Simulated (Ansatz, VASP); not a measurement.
# One calculation of Al3Se2, two programs

```
CELL_PARAMETERS angstrom
1.86904 1.07909 8.34070
-1.86904 1.07909 8.34070
0.00000 -2.15818 8.34070
ATOMIC_POSITIONS crystal
Al 0.00000 0.00000 0.00000
Al 0.20045 0.20045 0.20045
Al 0.79955 0.79955 0.79955
Se 0.39821 0.39821 0.39821
Se 0.60179 0.60179 0.60179
```

Alike in both runs: functional PBE; k mesh 6 × 6 × 6; occupations gaussian, width 0.1 eV; no spin polarisation.

Ansatz relaxed the structure, and its values are those at the end. VASP's run is a single point on that final structure, the one shown.

```csv
,VASP,Ansatz
version,VASP 6.6.1,Ansatz 0.2.0
potentials or method,"VASP PAW PBE potentials, release 64 (Al, Se), cutoff 520 eV","scalar-relativistic, plane waves, PAW"
valence electrons in the cell,21,41
```

|  | VASP | Ansatz | Ansatz less VASP |
| --- | --- | --- | --- |
| gap on the k mesh at the Fermi level (eV) | none | none | - |
| pressure (GPa) | 0.1 | 0.0 | -0.03 |
| rms of the force components (eV/Å) | 0.003 | 0.004 | +0.0006 |

A gap of «none» marks a metal or a gap that the smearing closes. The functional is the same, so the differences come from potentials, cutoffs and numerics. VASP's potentials hold 21 valence electrons a cell and Ansatz's 41, so a difference there can come from the potentials and not from the codes.
